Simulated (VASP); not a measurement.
## CsPbSe3: single point with PBE

The system is CsPbSe3.

```
Cs Pb Se
1.0
     7.09005    0.00000    0.00000
    -3.54502    6.14016    0.00000
     0.00000    0.00000    7.45735
Cs Pb Se
2 2 6
Direct
  0.33333 0.66667 0.75000
  0.66667 0.33333 0.25000
  0.00000 0.00000 0.00000
  0.00000 0.00000 0.50000
  0.80397 0.60793 0.75000
  0.39207 0.19603 0.75000
  0.80397 0.19603 0.75000
  0.19603 0.39207 0.25000
  0.60793 0.80397 0.25000
  0.19603 0.80397 0.25000
```

```
Program             : VASP 6.6.1
Task                : single point
Functional          : PBE
Potentials or basis : VASP PAW PBE potentials, release 64 (Cs_sv, Pb_d, Se)
Cutoff              : 520 eV
k mesh              : 6 × 6 × 6
Occupations         : gaussian, width 0.1 eV
Spin                : no spin polarisation
```

* Pressure: 0.0 GPa
* Largest force: 0.005 eV/Å
* Band gap on the k mesh: zero (band 41 reaches 3.17 eV, above the bottom of band 42 at 2.33 eV)

Forces in eV/Å, atoms in the order of the input:
```
Cs   0.000  0.000  0.000
Cs   0.000  0.000  0.000
Pb   0.000  0.000  0.000
Pb   0.000  0.000  0.000
Se   0.000 -0.005  0.000
Se   0.005  0.003  0.000
Se  -0.005  0.003  0.000
Se   0.000  0.005  0.000
Se  -0.005 -0.003  0.000
Se   0.005 -0.003  0.000
```

Levels at points of the mesh, in eV from the Fermi level:
```
           k point  band 38  band 39  band 40  band 41  band 42  band 43  band 44  band 45
(0.00, 0.00, 0.00)    -0.96     0.08     0.30     0.30     0.44     0.73     0.73     2.04
(0.50, 0.00, 0.00)    -1.07    -0.71    -0.50    -0.39     0.15     0.65     1.08     2.57
(0.00, 0.00, 0.50)    -1.32     0.25     0.25     0.48     0.48     0.48     0.48     2.63
(0.50, 0.00, 0.50)    -1.69    -0.28    -0.28     0.32     0.32     0.34     0.34     2.79
```

It took 12 min on 1 thread of Oxide Virtual Turin-like Processor, with other jobs on the host, peak memory 0.63 GiB.

Caveat: spin-orbit coupling is left out, which moves the levels of the heavy elements.
